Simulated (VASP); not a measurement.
Input of a VASP 6.6.1 run:

File POSCAR:

```
BeS
1.0
    0.0000000000      2.4343066359      2.4343066359
    2.4343066359      0.0000000000      2.4343066359
    2.4343066359      2.4343066359      0.0000000000
Be S
1 1
Direct
    0.0000000000      0.0000000000      0.0000000000
    0.2500000000      0.2500000000      0.2500000000
```

File INCAR.step1:

```
SYSTEM = BeS
PREC = Accurate ; ENCUT = 520
ISMEAR = 0 ; SIGMA = 0.01
LREAL = .FALSE. ; LASPH = .TRUE.
NELM = 100 ; NBANDS = 11
GGA = PE ; ALGO = Normal
EDIFF = 1E-4 ; LWAVE = .TRUE.
LCHARG = .FALSE.
```

The input INCAR.step2:

```
SYSTEM = BeS
PREC = Accurate ; ENCUT = 520
EDIFF = 1E-6 ; ISMEAR = 0
SIGMA = 0.01 ; LREAL = .FALSE.
LASPH = .TRUE. ; NELM = 100
ALGO = Normal ; ISIF = 2
LWAVE = .FALSE. ; LCHARG = .TRUE.
METAGGA = R2SCAN ; LMIXTAU = .TRUE.
LELF = .TRUE. ; LVHAR = .TRUE.
NBANDS = 11 ; ISTART = 1
```

The input KPOINTS:

```
regular mesh
0
G
  8 8 8
  0 0 0
```

Potentials or basis: VASP PAW PBE potentials, release 64 (Be, S).

Command:

```console
$ cat potpaw_PBE.64/Be/POTCAR potpaw_PBE.64/S/POTCAR > POTCAR
$ cp INCAR.step1 INCAR
$ mpirun -np 1 vasp_std > vasp.out
$ cp INCAR.step2 INCAR
$ mpirun -np 1 vasp_std > vasp.out
```

Q: What does it give for the band gap on the k mesh?

A: 3.60 eV (least direct gap 6.26 eV).

Q: Predict the pressure.

A: 0.3 GPa.

Caveat: the PAW data sets were made with another functional, which shifts forces and pressure a little. r2SCAN opens gaps a little over a GGA but as a rule still falls short of measured ones.
